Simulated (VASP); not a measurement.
Runs of VASP 6.6.1 on GaAs. The structure is that of space group P-6m2 (No. 187), or close to it. The cells are those of the table. 

```csv
level,potentials or basis,cell,cutoff (eV),share of exact exchange,screening parameter,gap on the mesh (eV),pressure (GPa)
PBE0,"VASP PAW PBE potentials, release 64 (Ga_d, As_d)","a = 3.754, b = 3.754, c = 3.246 Å, angles 90.0, 90.0, 120.0°, 2 atoms",400,0.25,-,none,-0.2
r2SCAN50,"VASP PAW PBE potentials, release 64 (Ga_d, As)","a = 3.606, b = 3.606, c = 3.573 Å, angles 90.0, 90.0, 120.0°, 2 atoms",520,0.5,-,none,-5.9
PBE-based screened hybrid with 25 % exact exchange,"VASP PAW PBE potentials, release 64 (Ga_d, As)","a = 3.954, b = 3.954, c = 3.040 Å, angles 90.0, 90.0, 120.0°, 2 atoms",520,0.25,0.3 1/Å,none,(a)
r2SCANh,"VASP PAW PBE potentials, release 64 (Ga_d, As)","a = 3.606, b = 3.606, c = 3.573 Å, angles 90.0, 90.0, 120.0°, 2 atoms",520,0.1,-,none,-2.9
```

Alike in all rows: task single point; no spin polarisation; k mesh 5 × 5 × 4; smearing fermi-dirac 0.05 eV.

**Question.** Estimate the missing entries.

**Answer.** (a) -0.1.

Caveats: all runs use coarse meshes; the PAW data sets were made with another functional, which shifts forces and pressure a little.

A k mesh can miss the band edges, and the runs leave out spin-orbit coupling on As, Ga.

A gap of «none» marks levels without a gap at the run's occupations.

The runs don't all hold the same shells in valence.
